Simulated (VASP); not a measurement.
# LaRhI6 (R-3) in VASP: further runs

LaRhI6 is run at these levels: PBEsol, r2SCAN+rVV10; tasks: single point.

Program: VASP 6.6.1. These are calculated values, not measurements. Logs are shortened: lines on timing, memory, paths and dates and some standing lists are left out, and cuts for length are marked.

## Step 1: The cell of the first run

It takes space group R-3 (No. 148, trigonal). The conventional cell has a = 12.731 Å, b = 12.731 Å, c = 7.221 Å, α = 90.00°, β = 90.00°, γ = 120.00°. Within 4.1 Å of La (site symmetry -3) lie 6 I at 3.12 Å and 2 Rh at 3.61 Å. Within 3.7 Å of Rh (site symmetry -3) lie 6 I at 2.68 Å and 2 La at 3.61 Å. I (site symmetry 1) has 1 Rh at 2.68 Å and 1 La at 3.12 Å within 3.5 Å.

## Step 2: Single point, PBEsol

File INCAR:

```
ALGO = Normal
EDIFF = 1E-6
ENCUT = 520
GGA = PS
ISIF = 2
ISMEAR = -1
LASPH = True
LCHARG = False
LREAL = False
LWAVE = False
NBANDS = 44
NELM = 100
PREC = Accurate
SIGMA = 0.03
```

File KPOINTS:

```
k-points
0
Gamma
  4 4 4
```

File POSCAR:

```
LaRhI6
1.0
    6.3652535214      3.6749808352      2.4068729122
   -6.3652535214      3.6749808352      2.4068729122
    0.0000000000     -7.3499616669      2.4068729175
La Rh I
1 1 6
Direct
    0.0000000000      0.0000000000      0.0000000000
    0.5000000000      0.5000000000      0.5000000000
    0.4978247569      0.2417952153      0.1572593187
    0.2417952153      0.1572593187      0.4978247569
    0.8427406813      0.5021752431      0.7582047847
    0.7582047847      0.8427406813      0.5021752431
    0.5021752431      0.7582047847      0.8427406813
    0.1572593187      0.4978247569      0.2417952153
```

Potentials or basis: VASP PAW PBE potentials, release 64 (La, Rh_pv, I).

Started as:

```console
$ cat potpaw_PBE.64/La/POTCAR potpaw_PBE.64/Rh_pv/POTCAR potpaw_PBE.64/I/POTCAR > POTCAR
$ mpirun -np 1 vasp_std > vasp.out
```

OUTCAR:

```text
EDIFF = 1E-6
   ENCUT = 520
   GGA = PS
   ISIF = 2
   ISMEAR = -1
   LASPH = True
   LREAL = False
   NELM = 100
   PREC = Accurate

 ion  position               nearest neighbor table
   1  0.000  0.000  0.000-   4 3.12   6 3.12   5 3.12   8 3.12   7 3.12   3 3.12
   2  0.500  0.500  0.500-   3 2.68   7 2.68   5 2.68   8 2.68   4 2.68   6 2.68
   3  0.498  0.242  0.157-   2 2.68   1 3.12
   4  0.242  0.157  0.498-   2 2.68   1 3.12
   5  0.843  0.502  0.758-   2 2.68   1 3.12
   6  0.758  0.843  0.502-   2 2.68   1 3.12
   7  0.502  0.758  0.843-   2 2.68   1 3.12
   8  0.157  0.498  0.242-   2 2.68   1 3.12

  LATTYP: Found a trigonal (rhomboedric) cell.
 ALAT       =     7.7340140772
 COS(alpha) =    -0.3547260779

  Lattice vectors:

 A1 = (   6.3652535214,   3.6749808352,   2.4068729122)
 A2 = (  -6.3652535214,   3.6749808352,   2.4068729122)
 A3 = (   0.0000000000,  -7.3499616669,   2.4068729175)

Analysis of symmetry for initial positions (statically):
=====================================================================
 Subroutine PRICEL returns:
 Original cell was already a primitive cell.

 Routine SETGRP: Setting up the symmetry group for a
 trigonal (rhombohedral) supercell.

 Subroutine GETGRP returns: Found  6 space group operations
 (whereof  6 operations were pure point group operations)
 out of a pool of 12 trial point group operations.

The static configuration has the point symmetry S_6 .

Analysis of symmetry for dynamics (positions and initial velocities):
=====================================================================
 Subroutine PRICEL returns:
 Original cell was already a primitive cell.

 Routine SETGRP: Setting up the symmetry group for a
 trigonal (rhombohedral) supercell.

 Subroutine GETGRP returns: Found  6 space group operations
 (whereof  6 operations were pure point group operations)
 out of a pool of 12 trial point group operations.

The dynamic configuration has the point symmetry S_6 .

 Subroutine INISYM returns: Found  6 space group operations
 (whereof  6 operations are pure point group operations),
 and found     1 'primitive' translations

----------------------------------------------------------------------------------------

                                     Primitive cell

  volume of cell :     337.8121

  direct lattice vectors                    reciprocal lattice vectors
     6.365253521  3.674980835  2.406872912     0.078551467  0.045351711  0.138492287
    -6.365253521  3.674980835  2.406872912    -0.078551467  0.045351711  0.138492287
     0.000000000 -7.349961667  2.406872917     0.000000000 -0.090703421  0.138492287

  length of vectors
     7.734014077  7.734014077  7.734014077     0.165551273  0.165551273  0.165551273

  position of ions in fractional coordinates (direct lattice)
     0.000000000  0.000000000  0.000000000
     0.500000000  0.500000000  0.500000000
     0.497824757  0.241795215  0.157259319
     0.241795215  0.157259319  0.497824757
     0.842740681  0.502175243  0.758204785
     0.758204785  0.842740681  0.502175243
     0.502175243  0.758204785  0.842740681
     0.157259319  0.497824757  0.241795215

  ion indices of the primitive-cell ions
   primitive index   ion index
                 1           1
                 2           2
                 3           3
                 4           4
                 5           5
                 6           6
                 7           7
                 8           8

----------------------------------------------------------------------------------------

 KPOINTS: k-points

Automatic generation of k-mesh.
 Grid dimensions read from file:
 generate k-points for:    4    4    4

 Generating k-lattice:

  Cartesian coordinates                     Fractional coordinates (reciprocal lattice)
     0.019637867  0.011337928  0.034623072     0.250000000 -0.000000000  0.000000000
    -0.019637867  0.011337928  0.034623072    -0.000000000  0.250000000  0.000000000
     0.000000000 -0.022675855  0.034623072     0.000000000  0.000000000  0.250000000

  Length of vectors
     0.041387818  0.041387818  0.041387818

  Shift w.r.t. Gamma in fractional coordinates (k-lattice)
     0.000000000  0.000000000  0.000000000

 Subroutine IBZKPT returns following result:
 ===========================================

 Found     14 irreducible k-points:

 Following reciprocal coordinates:
            Coordinates               Weight
  0.000000  0.000000  0.000000      1.000000
  0.250000 -0.000000  0.000000      6.000000
  0.500000 -0.000000  0.000000      3.000000
  0.250000  0.250000  0.000000      6.000000
  0.500000  0.250000 -0.000000      6.000000
  0.500000 -0.000000 -0.250000      6.000000
 -0.250000  0.250000  0.000000      6.000000
  0.500000  0.500000  0.000000      3.000000
  0.250000  0.250000  0.250000      2.000000
  0.500000  0.250000  0.250000      6.000000
 -0.250000  0.250000  0.250000      6.000000
  0.500000  0.500000  0.250000      6.000000
 -0.250000  0.500000  0.250000      6.000000
  0.500000  0.500000  0.500000      1.000000
   k-points           NKPTS =     14   k-points in BZ     NKDIM =     14   number of bands    NBANDS=     44
   number of dos      NEDOS =    301   number of ions     NIONS =      8
   total plane-waves  NPLWV = 216000
   dimension x,y,z NGX =    60 NGY =   60 NGZ =   60
   dimension x,y,z NGXF=   120 NGYF=  120 NGZF=  120
   ions per type =               1   1   6
   NGX,Y,Z   is equivalent  to a cutoff of  12.90, 12.90, 12.90 a.u.
   NGXF,Y,Z  is equivalent  to a cutoff of  25.79, 25.79, 25.79 a.u.
 SYSTEM =  unknown system
   PREC   = accura    normal or accurate (medium, high low for compatibility)
   ISTART =      0    job   : 0-new  1-cont  2-samecut
   ICHARG =      2    charge: 1-file 2-atom 10-const
   ISPIN  =      1    spin polarized calculation?
   LNONCOLLINEAR =      F non collinear calculations
   LSORBIT =      F    spin-orbit coupling
   LASPH  =      T    aspherical Exc in radial PAW
   ENCUT  =  520.0 eV  38.22 Ry    6.18 a.u.  14.38 14.38 14.38*2*pi/ulx,y,z
   NELM   =    100;   NELMIN=  2; NELMDL= -5     # of ELM steps
   EDIFF  = 0.1E-05   stopping-criterion for ELM
   LREAL  =      F    real-space projection
   EDIFFG = 0.1E-04   stopping-criterion for IOM
   NSW    =      0    number of steps for IOM
   IBRION =     -1    ionic relax: 0-MD 1-quasi-New 2-CG
   NFREE  =      0    steps in history (QN), initial steepest desc. (CG)
   ISIF   =      2    stress and relaxation
   ISYM   =      2    0-nonsym 1-usesym 2-fastsym
   POTIM  = 0.5000    time-step for ionic-motion
   TEBEG  =    0.0;   TEEND  =   0.0 temperature during run
   PSTRESS=    0.0 pullay stress
   NELECT =      68.0000    total number of electrons
   NUPDOWN=      -1.0000    fix difference up-down
   EMIN   =  10.00;   EMAX   =-10.00  energy-range for DOS
   EFERMI =   0.00;   METHOD = LEGACY
   ISMEAR =    -1;   SIGMA  =   0.03  broadening in eV -4-tet -1-fermi 0-gaus
   EFERMI_NEDOS =   21; number of points for ismear=-14 and -15
   IALGO  =     38    algorithm
   IMIX   =      4    mixing-type and parameters
     AMIX     =   0.40;   BMIX     =  1.00
     AMIX_MAG =   1.60;   BMIX_MAG =  1.00
  volume/ion in A,a.u.               =      42.23       284.96
  Fermi-wavevector in a.u.,A,eV,Ry     =   0.959443  1.813085 12.524596  0.920532
  Thomas-Fermi vector in A             =   2.088640
   LORBIT       =      0    0 simple, 1 ext, 2 COOP (PROOUT), +10 PAW based schemes
   GGA     = PS    functional components
   LHFCALC =     F    Hartree Fock is set to
   AEXX    =    0.0000 exact exchange contribution
   IVDW    =     0    specifies the selected vdW correction
   LEPSILON=     F    determine dielectric tensor
   LRPA    =     F    only Hartree local field effects (RPA)
 non-spin polarized calculation
  energy-cutoff  :      520.00
  volume of cell :      337.81
 maximum number of plane-waves:      9195
 NGX is ok and might be reduce to    60
   NGX = 29   NGY = 29   NGZ = 29

 number of electron      67.9999998 magnetization

 Free energy of the ion-electron system (eV)
  ---------------------------------------------------
  ext. energy  EPLUGINS =         0.00000000
  ---------------------------------------------------
  free energy    TOTEN  =       -30.57904449 eV

  energy without entropy =      -30.57904449  energy(sigma->0) =      -30.57904449

 E-fermi :   2.8689     XC(G=0):  -7.9865

 val. band max:        2.2348915955   @ k =   0.5000   0.2500   0.2500
 cond. band min:       3.4850257454   @ k =   0.5000   0.5000   0.5000
 fundamental gap:      1.2501341499
 Fermi energy:         2.8688618194

 k-point     1 :       0.0000    0.0000    0.0000
  band No.  band energies     occupation
      1     -43.3485      2.00000
      2     -43.3485      2.00000
      3     -43.3364      2.00000
      4     -29.5538      2.00000
      5     -13.5384      2.00000
      6     -13.3960      2.00000
[... 36 lines left out ...]
     43       5.4384      0.00000
     44       5.8361      0.00000

 k-point     2 :       0.2500   -0.0000    0.0000
  band No.  band energies     occupation
      1     -43.3485      2.00000
      2     -43.3485      2.00000
      3     -43.3364      2.00000
      4     -29.5537      2.00000
      5     -13.5522      2.00000
      6     -13.3971      2.00000
[... 36 lines left out ...]
     43       5.4586      0.00000
     44       5.7086      0.00000

 k-point     3 :       0.5000   -0.0000    0.0000
  band No.  band energies     occupation
      1     -43.3485      2.00000
      2     -43.3485      2.00000
      3     -43.3364      2.00000
      4     -29.5536      2.00000
      5     -13.5657      2.00000
      6     -13.3983      2.00000
[... 506 lines left out ...]
     43       5.5230      0.00000
     44       5.5398      0.00000

 k-point    14 :       0.5000    0.5000    0.5000
  band No.  band energies     occupation
      1     -43.3485      2.00000
      2     -43.3485      2.00000
      3     -43.3364      2.00000
      4     -29.5536      2.00000
      5     -13.5674      2.00000
      6     -13.4000      2.00000
[... 36 lines left out ...]
     43       5.5376      0.00000
     44       5.5718      0.00000

------------------------ aborting loop because EDIFF is reached ----------------------------------------

  FORCE on cell =-STRESS in cart. coord.  units (eV):
  Direction    XX          YY          ZZ          XY          YZ          ZX
  --------------------------------------------------------------------------------------
  -------------------------------------------------------------------------------------
  Total       -0.0245278     -0.0245278     -0.0895740     -0.0000002     -0.0000000     -0.0000000
  in kB       -0.1163307     -0.1163307     -0.4248320     -0.0000011     -0.0000000     -0.0000000
  external PRESSURE =      -0.2191645 kB  Pullay stress =       0.0000000 kB

 VOLUME and BASIS-vectors are now :
 -----------------------------------------------------------------------------
  energy-cutoff  :      520.00
  volume of cell :      337.81
      direct lattice vectors                 reciprocal lattice vectors
     6.365253521  3.674980835  2.406872912     0.078551467  0.045351711  0.138492287
    -6.365253521  3.674980835  2.406872912    -0.078551467  0.045351711  0.138492287
     0.000000000 -7.349961667  2.406872917     0.000000000 -0.090703421  0.138492287

 POSITION                                       TOTAL-FORCE (eV/Angst)
 -----------------------------------------------------------------------------------
      0.00000      0.00000      0.00000        -0.000000     -0.000000      0.000000
      0.00000      0.00000      3.61031        -0.000000     -0.000000      0.000000
      1.62969      1.56224      2.15867        -0.000568     -0.001760     -0.000505
      0.53809     -2.19248      2.15867        -0.001240      0.001372     -0.000505
      2.16779     -0.63024      5.06194        -0.001809     -0.000388      0.000505
     -0.53809      2.19248      5.06194         0.001240     -0.001372      0.000505
     -1.62969     -1.56224      5.06194         0.000568      0.001760      0.000505
     -2.16779      0.63024      2.15867         0.001809      0.000388     -0.000505
 -----------------------------------------------------------------------------------
    total drift:                               -0.000000     -0.000000      0.000000

  FREE ENERGIE OF THE ION-ELECTRON SYSTEM (eV)
  ---------------------------------------------------
  free  energy   TOTEN  =       -30.5790444875 eV

  energy  without entropy=      -30.5790444872  energy(sigma->0) =      -30.57904449
```

Wall time 3.2 min (1 thread of Intel Xeon 6975P-C (Granite Rapids), shared host); peak memory 0.62 GiB.

What came out:

```yaml
Free_energy: -30.5790 eV
Pressure: 0.0 GPa
Band_gap_on_the_k_mesh: 1.25 eV (least direct gap 1.41 eV)
```

Levels at points of the mesh, in eV from the valence-band top:
| k point | band 32 | band 33 | band 34 | band 35 | band 36 | band 37 |
| --- | --- | --- | --- | --- | --- | --- |
| (0.00, 0.00, 0.00) | -0.23 | -0.18 | -0.18 | 1.26 | 1.26 | 3.08 |
| (0.50, 0.00, 0.00) | -0.30 | -0.18 | -0.08 | 1.60 | 2.20 | 3.09 |
| (0.50, 0.50, 0.00) | -0.30 | -0.29 | -0.13 | 1.55 | 1.99 | 3.08 |
| (0.50, 0.50, 0.50) | -0.21 | -0.21 | -0.16 | 1.25 | 1.25 | 3.10 |

Caveat: the PAW data sets were made with another functional, which shifts forces and pressure a little; spin-orbit coupling is left out, which moves the levels of the heavy elements. A k mesh can miss the band edges.

(Continued in part 2 of 2.)
